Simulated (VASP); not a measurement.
N: single point with PBE+D3(BJ)

Crystal: N.

```
N
1.0
     3.81655    0.00000    0.00000
    -1.90828    3.30523    0.00000
     0.00000    0.00000    7.41452
N
4
Direct
  0.33333 0.66667 0.32432
  0.33333 0.66667 0.17568
  0.66667 0.33333 0.82432
  0.66667 0.33333 0.67568
```

```yaml
Program: VASP 6.6.1
Task: single point
Functional: PBE
Dispersion: D3(BJ)
Potentials_or_basis: VASP PAW PBE potentials, release 64 (N)
Cutoff: 520 eV
k_mesh: 6 × 6 × 4
Occupations: fermi-dirac, width 0.02 eV
Spin: no spin polarisation
```

```json
{
  "Pressure": "2.0 GPa",
  "Largest force": "1.740 eV/Å",
  "Band gap on the k mesh": "7.06 eV (least direct gap 7.18 eV)",
  "Dispersion energy per atom": "-0.052 eV"
}
```

Forces in eV/Å, atoms in the order of the input:
```
N    0.000  0.000  1.740
N    0.000  0.000 -1.740
N    0.000  0.000  1.740
N    0.000  0.000 -1.740
```

Stress tensor (GPa, compression positive):
```
-0.20  0.00  0.00
 0.00 -0.20  0.00
 0.00  0.00  6.31
```

Levels at points of the mesh, in eV from the valence-band top:
| k point | band 6 | band 7 | band 8 | band 9 | band 10 | band 11 | band 12 | band 13 | band 14 | band 15 |
| --- | --- | --- | --- | --- | --- | --- | --- | --- | --- | --- |
| (0.00, 0.00, 0.00) | -1.61 | -1.55 | -1.55 | -1.13 | 0.00 | 8.08 | 8.08 | 8.41 | 8.41 | 10.49 |
| (0.50, 0.00, 0.00) | -2.07 | -1.75 | -1.64 | -0.46 | -0.11 | 7.06 | 7.72 | 7.76 | 8.42 | 12.17 |
| (0.00, 0.00, 0.50) | -1.58 | -1.58 | -1.58 | -0.51 | -0.51 | 8.24 | 8.24 | 8.24 | 8.24 | 10.59 |
| (0.50, 0.00, 0.50) | -2.08 | -1.69 | -1.69 | -0.32 | -0.32 | 7.41 | 7.41 | 8.07 | 8.07 | 12.87 |

Wall time 16 s on 1 thread of Intel(R) Xeon(R) Platinum 8488C (Sapphire Rapids), on a shared host, peak memory 0.19 GiB.

Caveat: the standard files for N, O and F lose accuracy on very short bonds; forces of over 1 eV/Å act on the atoms, so gaps and moduli don't describe the material at rest. A k mesh can miss the band edges.
